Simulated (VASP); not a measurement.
Set up this calculation in VASP 6.6.1, as the native input.

```
Task                   : single point
Functional             : PBE
Potentials or basis    : VASP PAW PBE potentials, release 64 (Hf_pv, O)
Cutoff                 : 520 eV
k mesh                 : 8 × 8 × 8
Occupations            : gaussian, width 0.05 eV
Spin                   : no spin polarisation
Dipole correction      : no
Further INCAR settings : ALGO = Normal; EDIFF = 1e-06; NBANDS = 18
```

The structure of HfO2 lies in POSCAR:

```
HfO2
1.0
    0.0000000000      2.5488057612      2.5488057612
    2.5488057612      0.0000000000      2.5488057612
    2.5488057612      2.5488057612      0.0000000000
Hf O
1 2
Direct
    0.0000000000      0.0000000000      0.0000000000
    0.1911489089      0.1911489089      0.3088510911
    0.7500000000      0.7500000000      0.7500000000
```

This cell differs from its parent crystal: atom 2 (O) moved by (+0.000, -0.300) A along [1 1 0] and z.

These files were run (other wordings do the same):

INCAR

```
SYSTEM = HfO2
  PREC = Accurate
  ENCUT = 520
  EDIFF = 1E-6
  ISMEAR = 0
  SIGMA = 0.05
  LREAL = .False.
  LASPH = .True.
  NELM = 80
  ALGO = Normal
  ISIF = 2
  LWAVE = .False.
  LCHARG = .False.
  GGA = PE
  NBANDS = 18
```

KPOINTS

```
regular mesh
0
Gamma
  8 8 8
  0 0 0
```

Potentials or basis: VASP PAW PBE potentials, release 64 (Hf_pv, O).

Command:

```sh
$ cat potpaw_PBE.64/Hf_pv/POTCAR potpaw_PBE.64/O/POTCAR > POTCAR
$ mpirun -np 1 vasp_std > vasp.out
```

It gave:

```yaml
Pressure: 3.5 GPa
Largest_force: 3.339 eV/Å
Band_gap_on_the_k_mesh: 3.54 eV, direct
```

Caveat: the cell differs from its parent crystal (atom 2 (O) moved by (+0.000, -0.300) A along [1 1 0] and z); spin-orbit coupling is left out, which moves the levels of the heavy elements; forces of over 1 eV/Å act on the atoms, so gaps and moduli don't describe the material at rest.

It took 22 s on 1 thread of Intel(R) Xeon(R) 6975P-C (Granite Rapids), with other jobs on the host, peak memory 0.19 GiB.
